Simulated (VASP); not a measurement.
A run of VASP 6.6.1:

The input INCAR:

```
SYSTEM = Ag
PREC = Accurate ; ENCUT = 400
EDIFF = 1E-6 ; ISMEAR = 1
SIGMA = 0.1 ; LREAL = .False.
LASPH = .True. ; NELM = 120
ALGO = Normal ; ISIF = 2
LWAVE = .False. ; LCHARG = .False.
LDIPOL = .True. ; IDIPOL = 3
DIPOL = 0.5 0.5 0.327 ; GGA = PE
IVDW = 12 ; NBANDS = 24
GGA_COMPAT = .False. ; NELMDL = -8
```

The input KPOINTS:

```
regular mesh
0
Gamma
  15 15 1
  0 0 0
```

The input POSCAR:

```
Ag
1.0
    2.8939869520      0.0000000000      0.0000000000
   -1.4469934760      2.5062662187      0.0000000000
    0.0000000000      0.0000000000     28.6041771376
Ag
3
Direct
    0.0000000000      0.0000000000      0.2447195026
    0.6666666667      0.3333333333      0.3275452362
    0.3333333333      0.6666666667      0.4096622118
```

Potentials or basis: VASP PAW PBE potentials, release 64 (Ag).

The run is started by

```sh
$ cat potpaw_PBE.64/Ag/POTCAR > POTCAR
$ mpirun -np 1 vasp_std > vasp.out
```

Hardware: 1 thread of Intel Xeon 8259CL (shared host).

Task: Estimate the wall time of this run.

Result: It took 3.4 min on 1 thread of Intel Xeon 8259CL, with other jobs on the host, peak memory 0.28 GiB. Counts: scf iterations 25, k points 27.
